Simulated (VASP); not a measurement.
# SrVO3 (Pm-3m) in VASP: a series of runs, part 2 of 2

VASP 6.6.1. Earlier steps stand in the parts before.

## Step 4: Single point, PBE, collinear spin, ferromagnetic start

This run uses another cell than the first one, of 11.56 Å³/atom.

The input, INCAR:

```
SYSTEM = SrVO3
ALGO = Normal ; EDIFF = 1E-7
ENCUT = 520 ; GGA = PE
ISIF = 2 ; ISMEAR = 0
ISPIN = 2 ; LASPH = .TRUE.
LCHARG = .FALSE. ; LMAXMIX = 4
LORBIT = 11 ; LREAL = .FALSE.
LWAVE = .FALSE. ; MAGMOM = 0 0.29 0 0 0
NBANDS = 32 ; NELM = 150
PREC = Accurate ; SIGMA = 0.1
```

The input, KPOINTS:

```
k-points
0
G
  10 10 10
  0 0 0
```

The input, POSCAR:

```
SrVO3
1.0
    3.8663470682      0.0000000000      0.0000000000
    0.0000000000      3.8663470682      0.0000000000
    0.0000000000      0.0000000000      3.8663470682
Sr V O
1 1 3
Direct
    0.5000000000      0.5000000000      0.5000000000
    0.0000000000      0.0000000000      0.0000000000
    0.5000000000      0.0000000000      0.0000000000
    0.0000000000      0.5000000000      0.0000000000
    0.0000000000      0.0000000000      0.5000000000
```

Potentials or basis: VASP PAW PBE potentials, release 64 (Sr_sv, V_sv, O).

Launch:

```
$ cat potpaw_PBE.64/Sr_sv/POTCAR potpaw_PBE.64/V_sv/POTCAR potpaw_PBE.64/O/POTCAR > POTCAR
$ mpirun -np 1 vasp_std > vasp.out
```

OUTCAR:

```text
SYSTEM = SrVO3
   EDIFF = 1E-7
   ENCUT = 520
   GGA = PE
   ISIF = 2
   ISMEAR = 0
   ISPIN = 2
   LASPH = .TRUE.
   LORBIT = 11
   LREAL = .FALSE.
   NELM = 150
   PREC = Accurate

 ion  position               nearest neighbor table
   1  0.500  0.500  0.500-   3 2.73   4 2.73   5 2.73   3 2.73   4 2.73   3 2.73   5 2.73   3 2.73
                             4 2.73   5 2.73   4 2.73   5 2.73   2 3.35   2 3.35   2 3.35   2 3.35
   2  0.000  0.000  0.000-   3 1.93   4 1.93   5 1.93   5 1.93   4 1.93   3 1.93   1 3.35   1 3.35
                             1 3.35   1 3.35   1 3.35   1 3.35   1 3.35   1 3.35
   3  0.500  0.000  0.000-   2 1.93   2 1.93   1 2.73   1 2.73   1 2.73   1 2.73
   4  0.000  0.500  0.000-   2 1.93   2 1.93   1 2.73   1 2.73   1 2.73   1 2.73
   5  0.000  0.000  0.500-   2 1.93   2 1.93   1 2.73   1 2.73   1 2.73   1 2.73

  LATTYP: Found a simple cubic cell.
 ALAT       =     3.8663470682

  Lattice vectors:

 A1 = (   3.8663470682,   0.0000000000,   0.0000000000)
 A2 = (   0.0000000000,   3.8663470682,   0.0000000000)
 A3 = (   0.0000000000,   0.0000000000,   3.8663470682)

Analysis of symmetry for initial positions (statically):
=====================================================================
 Subroutine PRICEL returns:
 Original cell was already a primitive cell.

 Routine SETGRP: Setting up the symmetry group for a
 simple cubic supercell.

 Subroutine GETGRP returns: Found 48 space group operations
 (whereof 48 operations were pure point group operations)
 out of a pool of 48 trial point group operations.

The static configuration has the point symmetry O_h .

Analysis of symmetry for dynamics (positions and initial velocities):
=====================================================================
 Subroutine PRICEL returns:
 Original cell was already a primitive cell.

 Routine SETGRP: Setting up the symmetry group for a
 simple cubic supercell.

 Subroutine GETGRP returns: Found 48 space group operations
 (whereof 48 operations were pure point group operations)
 out of a pool of 48 trial point group operations.

The dynamic configuration has the point symmetry O_h .

Analysis of structural, dynamic, and magnetic symmetry:
=====================================================================
 Subroutine PRICEL returns:
 Original cell was already a primitive cell.

 Routine SETGRP: Setting up the symmetry group for a
 simple cubic supercell.

 Subroutine GETGRP returns: Found 48 space group operations
 (whereof 48 operations were pure point group operations)
 out of a pool of 48 trial point group operations.

The overall configuration has the point symmetry O_h .

 Subroutine INISYM returns: Found 48 space group operations
 (whereof 48 operations are pure point group operations),
 and found     1 'primitive' translations

----------------------------------------------------------------------------------------

                                     Primitive cell

  volume of cell :      57.7966

  direct lattice vectors                    reciprocal lattice vectors
     3.866347068  0.000000000  0.000000000     0.258642068  0.000000000  0.000000000
     0.000000000  3.866347068  0.000000000     0.000000000  0.258642068  0.000000000
     0.000000000  0.000000000  3.866347068     0.000000000  0.000000000  0.258642068

  length of vectors
     3.866347068  3.866347068  3.866347068     0.258642068  0.258642068  0.258642068
[... 92 lines left out ...]
   NFREE  =      0    steps in history (QN), initial steepest desc. (CG)
   ISIF   =      2    stress and relaxation
   ISYM   =      2    0-nonsym 1-usesym 2-fastsym
   POTIM  = 0.5000    time-step for ionic-motion
   TEBEG  =    0.0;   TEEND  =   0.0 temperature during run
   PSTRESS=    0.0 pullay stress
   NELECT =      41.0000    total number of electrons
   NUPDOWN=      -1.0000    fix difference up-down
   EMIN   =  10.00;   EMAX   =-10.00  energy-range for DOS
   EFERMI =   0.00;   METHOD = LEGACY
   ISMEAR =     0;   SIGMA  =   0.10  broadening in eV -4-tet -1-fermi 0-gaus
   EFERMI_NEDOS =   21; number of points for ismear=-14 and -15
   IALGO  =     38    algorithm
   IMIX   =      4    mixing-type and parameters
     AMIX     =   0.40;   BMIX     =  1.00
     AMIX_MAG =   1.60;   BMIX_MAG =  1.00
  volume/ion in A,a.u.               =      11.56        78.01
  Fermi-wavevector in a.u.,A,eV,Ry     =   1.460053  2.759100 29.004283  2.131755
  Thomas-Fermi vector in A             =   2.576548
   LORBIT       =     11    0 simple, 1 ext, 2 COOP (PROOUT), +10 PAW based schemes
   GGA     = PE    functional components
   LHFCALC =     F    Hartree Fock is set to
   AEXX    =    0.0000 exact exchange contribution
   IVDW    =     0    specifies the selected vdW correction
   LEPSILON=     F    determine dielectric tensor
   LRPA    =     F    only Hartree local field effects (RPA)
 spin polarized calculation
 Gauss-broadening in eV      SIGMA  =   0.10
  energy-cutoff  :      520.00
  volume of cell :       57.80
 maximum number of plane-waves:      1596
 NGX is ok and might be reduce to    30
   NGX = 15   NGY = 15   NGZ = 15

 number of electron      41.0000018 magnetization       0.3471375

 Free energy of the ion-electron system (eV)
  ---------------------------------------------------
  ext. energy  EPLUGINS =         0.00000000
  ---------------------------------------------------
  free energy    TOTEN  =       -39.28227404 eV

  energy without entropy =      -39.27481440  energy(sigma->0) =      -39.27854422

 E-fermi :   6.1119     XC(G=0): -11.4664

 val. band max:        6.0923143590   @ k =   0.2000   0.2000   0.1000
 cond. band min:       6.1281843848   @ k =   0.2000   0.0000   0.0000
 fundamental gap:      0.0358700258
 Fermi energy:         6.1119314286

 spin component 1

 k-point     1 :       0.0000    0.0000    0.0000
  band No.  band energies     occupation
      1     -59.9551      1.00000
      2     -33.7772      1.00000
      3     -33.7772      1.00000
      4     -33.7772      1.00000
      5     -28.4862      1.00000
      6     -13.5570      1.00000
[... 829 lines left out ...]
     31      13.7396      0.00000
     32      18.6396      0.00000

 [... further k-points ...]

 spin component 2

 k-point     1 :       0.0000    0.0000    0.0000
  band No.  band energies     occupation
      1     -59.6047      1.00000
      2     -33.4331      1.00000
      3     -33.4331      1.00000
      4     -33.4331      1.00000
      5     -28.4861      1.00000
      6     -13.5501      1.00000
[... 829 lines left out ...]
     31      13.7529      0.00000
     32      18.7047      0.00000

 [... further k-points ...]

------------------------ aborting loop because EDIFF is reached ----------------------------------------

  FORCE on cell =-STRESS in cart. coord.  units (eV):
  Direction    XX          YY          ZZ          XY          YZ          ZX
  --------------------------------------------------------------------------------------
  -------------------------------------------------------------------------------------
  Total       -0.0691823     -0.0691823     -0.0691823     -0.0000000      0.0000000      0.0000000
  in kB       -1.9177998     -1.9177998     -1.9177998     -0.0000000      0.0000000      0.0000000
  external PRESSURE =      -1.9177998 kB  Pullay stress =       0.0000000 kB

 VOLUME and BASIS-vectors are now :
 -----------------------------------------------------------------------------
  energy-cutoff  :      520.00
  volume of cell :       57.80
      direct lattice vectors                 reciprocal lattice vectors
     3.866347068  0.000000000  0.000000000     0.258642068  0.000000000  0.000000000
     0.000000000  3.866347068  0.000000000     0.000000000  0.258642068  0.000000000
     0.000000000  0.000000000  3.866347068     0.000000000  0.000000000  0.258642068

 POSITION                                       TOTAL-FORCE (eV/Angst)
 -----------------------------------------------------------------------------------
      1.93317      1.93317      1.93317         0.000000      0.000000      0.000000
      0.00000      0.00000      0.00000         0.000000      0.000000      0.000000
      1.93317      0.00000      0.00000         0.000000      0.000000      0.000000
      0.00000      1.93317      0.00000         0.000000      0.000000      0.000000
      0.00000      0.00000      1.93317         0.000000      0.000000      0.000000
 -----------------------------------------------------------------------------------
    total drift:                                0.000000     -0.000000      0.000000

  FREE ENERGIE OF THE ION-ELECTRON SYSTEM (eV)
  ---------------------------------------------------
  free  energy   TOTEN  =       -39.2822740377 eV

  energy  without entropy=      -39.2748143962  energy(sigma->0) =      -39.27854422

 total charge

# of ion       s       p       d       tot
------------------------------------------
    1        1.999   5.799   0.210   8.007
    2        2.278   6.334   2.928  11.541
    3        1.564   3.473   0.000   5.036
    4        1.564   3.473   0.000   5.036
    5        1.564   3.473   0.000   5.036
--------------------------------------------------
tot          8.968  22.551   3.138  34.657

 magnetization (x)

# of ion       s       p       d       tot
------------------------------------------
    1       -0.000  -0.000   0.001   0.000
    2        0.002   0.003   0.325   0.330
    3       -0.000  -0.003   0.000  -0.003
    4       -0.000  -0.003   0.000  -0.003
    5       -0.000  -0.003   0.000  -0.003
--------------------------------------------------
tot          0.001  -0.006   0.326   0.321
```

OSZICAR:

```text
N       E                     dE             d eps       ncg     rms          rms(c)
DAV:   1     0.369610197774E+03    0.36961E+03   -0.21294E+04  7168   0.132E+03
DAV:   2    -0.265713073116E+02   -0.39618E+03   -0.37943E+03  8456   0.385E+02
[... 10 lines left out ...]
DAV:  13    -0.392823691433E+02   -0.36576E-04   -0.18809E-04  9288   0.877E-02    0.124E-01
DAV:  14    -0.392822839401E+02    0.85203E-04   -0.13881E-04  8456   0.108E-01    0.444E-02
DAV:  15    -0.392822738491E+02    0.10091E-04   -0.31244E-05  8760   0.450E-02    0.103E-02
DAV:  16    -0.392822746532E+02   -0.80410E-06   -0.41551E-06  9240   0.138E-02    0.708E-03
DAV:  17    -0.392822743056E+02    0.34764E-06   -0.67250E-07  7904   0.593E-03    0.412E-03
DAV:  18    -0.392822740739E+02    0.23165E-06   -0.20058E-07  5872   0.338E-03    0.160E-03
DAV:  19    -0.392822740377E+02    0.36212E-07   -0.68527E-08  3816   0.171E-03
   1 F= -.39282274E+02 E0= -.39278544E+02  d E =-.745964E-02  mag=     0.3472
```

stdout:

```text
POSCAR found type information on POSCAR SrV O
 POSCAR found :  3 types and       5 ions
 scaLAPACK will be used
 LDA part: xc-table for (Slater+PW92), standard interpolation
 POSCAR, INCAR and KPOINTS ok, starting setup
 FFT: planning ... GRIDC
 FFT: planning ... GRID_SOFT
 FFT: planning ... GRID
 WAVECAR not read
 entering main loop
```

Run time: 6.1 min. Hardware: 1 thread of Intel Xeon 8259CL, shared host; peak memory 0.31 GiB.

Results:

```yaml
Free_energy: -39.2823 eV
Pressure: -0.2 GPa
Net_moment: 0.35 μB per cell
Site_moments: Sr +0.00; V +0.33; O -0.00 μB
Valence_electrons_inside_the_program's_atomic_spheres: Sr 8.01; V 11.54; O 5.04
```

Levels at points of the mesh, in eV from the Fermi level:
Spin up:
```tsv
k point	band 16	band 17	band 18	band 19	band 20	band 21	band 22	band 23	band 24	band 25
(0.00, 0.00, 0.00)	-3.20	-3.20	-2.40	-2.40	-2.40	-1.14	-1.14	-1.14	1.11	1.11
(0.50, 0.00, 0.00)	-4.53	-4.52	-4.03	-2.83	-2.83	-1.03	0.75	0.75	1.12	3.36
(0.50, 0.50, 0.00)	-5.04	-4.09	-3.59	-3.59	-2.10	0.73	0.73	1.07	2.11	5.24
(0.50, 0.50, 0.50)	-5.87	-5.87	-2.00	-2.00	-2.00	1.29	1.29	1.29	5.16	5.16
```
Spin down:
```csv
k point,band 18,band 19,band 20,band 21,band 22,band 23
"(0.00, 0.00, 0.00)",-2.40,-2.40,-2.40,-0.76,-0.76,-0.76
"(0.50, 0.00, 0.00)",-4.03,-2.83,-2.83,-0.63,1.08,1.08
"(0.50, 0.50, 0.00)",-3.58,-3.58,-2.10,1.06,1.06,1.43
"(0.50, 0.50, 0.50)",-2.00,-2.00,-2.00,1.64,1.64,1.64
```

Caveat: a moment this small can come from the mesh or the smearing; semilocal functionals often make such compounds metallic where correlation or magnetic order opens a gap, which also shifts bond lengths.

## Step 5: The runs side by side

```csv
cell,gap on the mesh (eV),pressure (GPa),moment (μB)
"a = 3.897 Å, 5 atoms",none,-4.2,0.38
"a = 3.935 Å, 5 atoms",none,-8.6,0.42
"a = 3.866 Å, 5 atoms",none,-0.2,0.35
```

Alike in all rows: task single point; level PBE; potentials or basis VASP PAW PBE potentials, release 64 (Sr_sv, V_sv, O); spin collinear, ferromagnetic start; k mesh 10 × 10 × 10; cutoff (eV) 520; smearing gaussian 0.1 eV.

Caveats: a moment this small can come from the mesh or the smearing; semilocal functionals often make such compounds metallic where correlation or magnetic order opens a gap, which also shifts bond lengths; the cell stands under tension (at least some runs).

Total energies depend on the potentials used, so only differences within one code and one set of settings carry meaning.

The gap in the log of VASP goes by the Fermi energy; the results here count the filled bands.